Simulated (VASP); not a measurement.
# CsCaBr3: single point with LDA

Crystal: CsCaBr3.

```xyz
5
Lattice="5.7087 0.0000 0.0000 0.0000 5.6230 0.0000 0.0000 0.0000 5.7087" Properties=species:S:1:pos:R:3 pbc="T T T"
Cs    0.0000    0.0000    0.0000
Ca    2.8543    2.8115    2.8543
Br    2.8543    0.0000    2.8543
Br    0.0000    2.8115    2.8543
Br    2.8543    2.8115    0.0000
```

This cell differs from its parent crystal: strain -0.0150 x Voigt [0, 1, 0, 0, 0, 0].

```
Program             : VASP 6.6.1
Task                : single point
Functional          : LDA
Potentials or basis : VASP PAW LDA potentials, release 64 (Cs_sv, Ca_sv, Br)
Cutoff              : 520 eV
k mesh              : 4 × 4 × 4
Occupations         : gaussian, width 0.05 eV
Spin                : no spin polarisation
```

| Quantity | Value |
| --- | --- |
| Pressure | -1.7 GPa |
| Band gap on the k mesh | 4.12 eV, indirect (least direct gap 4.38 eV) |

Stress tensor (GPa, compression positive):
```
-1.91  0.00  0.00
 0.00 -1.35  0.00
 0.00  0.00 -1.91
```

Levels at points of the mesh, in eV from the valence-band top:
| k point | band 17 | band 18 | band 19 | band 20 | band 21 | band 22 | band 23 | band 24 |
| --- | --- | --- | --- | --- | --- | --- | --- | --- |
| (0.00, 0.00, 0.00) | -0.59 | -0.26 | -0.26 | -0.25 | 4.12 | 4.49 | 4.50 | 4.50 |
| (0.50, 0.00, 0.00) | -0.88 | -0.79 | -0.44 | -0.43 | 4.69 | 5.62 | 5.67 | 5.69 |
| (0.00, 0.50, 0.00) | -0.94 | -0.79 | -0.45 | -0.45 | 4.71 | 5.56 | 5.76 | 5.76 |
| (0.50, 0.50, 0.00) | -1.02 | -0.81 | -0.81 | -0.02 | 5.72 | 5.78 | 5.82 | 6.27 |
| (0.50, 0.00, 0.50) | -1.00 | -0.86 | -0.86 | -0.04 | 5.70 | 5.70 | 5.91 | 6.22 |
| (0.50, 0.50, 0.50) | -1.41 | -0.02 | 0.00 | 0.00 | 5.71 | 5.72 | 5.72 | 5.95 |

Wall time 93 s on 1 thread of Intel Xeon 6975P-C, on a shared host, peak memory 0.27 GiB.

Caveat: the cell differs from its parent crystal (strain -0.0150 x Voigt [0, 1, 0, 0, 0, 0]); spin-orbit coupling is left out, which moves the levels of the heavy elements. A k mesh can miss the band edges.
